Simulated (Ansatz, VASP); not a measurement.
# Ag2O in VASP and in Ansatz

```xyz
6
Lattice="4.7889 0.0000 0.0000 0.0000 4.7889 0.0000 0.0000 0.0000 4.7889" Properties=species:S:1:pos:R:3 pbc="T T T"
Ag    1.1972    1.1972    1.1972
Ag    1.1972    3.5916    3.5916
Ag    3.5916    3.5916    1.1972
Ag    3.5916    1.1972    3.5916
O     0.0000    0.0000    0.0000
O     2.3944    2.3944    2.3944
```

Alike in both runs: functional r2SCAN; k mesh 7 × 7 × 7; occupations fermi-dirac, width 0.1 eV; no spin polarisation.

Ansatz relaxed the structure, and its values are those at the end. VASP's run is a single point on that final structure, the one shown.

|  | VASP | Ansatz |
| --- | --- | --- |
| version | VASP 6.6.1 | Ansatz 0.2.0 |
| potentials or method | VASP PAW PBE potentials, release 64 (Ag, O), cutoff 660 eV | PAW plane waves |
| valence electrons in the cell | 56 | 88 |

```csv
,VASP,Ansatz,Ansatz less VASP
pressure (GPa),-1.7,-1.5,+0.21
```

VASP's potentials were made for PBE, not for r2SCAN. With one functional, cell and mesh, what is left measures potentials, basis and numerics. VASP's potentials hold 56 valence electrons a cell and Ansatz's 88, so a difference there can come from the potentials and not from the codes. Ansatz's warnings: stress scf threshold loose.
